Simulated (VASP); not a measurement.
Write the native input for VASP 6.6.1 that does the following.

```yaml
Task: single point
Functional: PBEsol
Potentials_or_basis: VASP PAW PBE potentials, release 64 (Ta_pv)
Cutoff: 520 eV
k_mesh: 22 × 22 × 22
Occupations: gaussian, width 0.15 eV
Spin: no spin polarisation
Dipole_correction: no
Further_INCAR_settings: ALGO = Fast; EDIFF = 1e-06; NBANDS = 12
```

The structure of Ta lies in POSCAR:

```
Ta
1.0
   -1.4425259498      1.4425259498      2.1637889247
    1.4425259498     -1.4425259498      2.1637889247
    1.4425259498      1.4425259498     -2.1637889247
Ta
1
Direct
    0.0000000000      0.0000000000      0.0000000000
```

This cell differs from its parent crystal: ratio of the length along z to the lengths across it x 1.5, volume and fractional coordinates fixed.

The input as run:

INCAR

```
PREC = Accurate
ENCUT = 520
EDIFF = 1E-6
ISMEAR = 0
SIGMA = 0.15
LREAL = False
LASPH = True
NELM = 100
ALGO = Fast
ISIF = 2
LWAVE = False
LCHARG = False
GGA = PS
NBANDS = 12
```

KPOINTS

```
Automatic mesh
0
Gamma
  22 22 22
```

Potentials or basis: VASP PAW PBE potentials, release 64 (Ta_pv).

Command:

```console
$ cat potpaw_PBE.64/Ta_pv/POTCAR > POTCAR
$ mpirun -np 1 vasp_std > vasp.out
```

It gave:

| Property | Result |
| --- | --- |
| Pressure | 1.7 GPa |

Caveat: the PAW data sets were made with another functional, which shifts forces and pressure a little.

It took 110 s on 1 thread of Intel Xeon 6975P-C (shared host), peak memory 0.29 GiB.
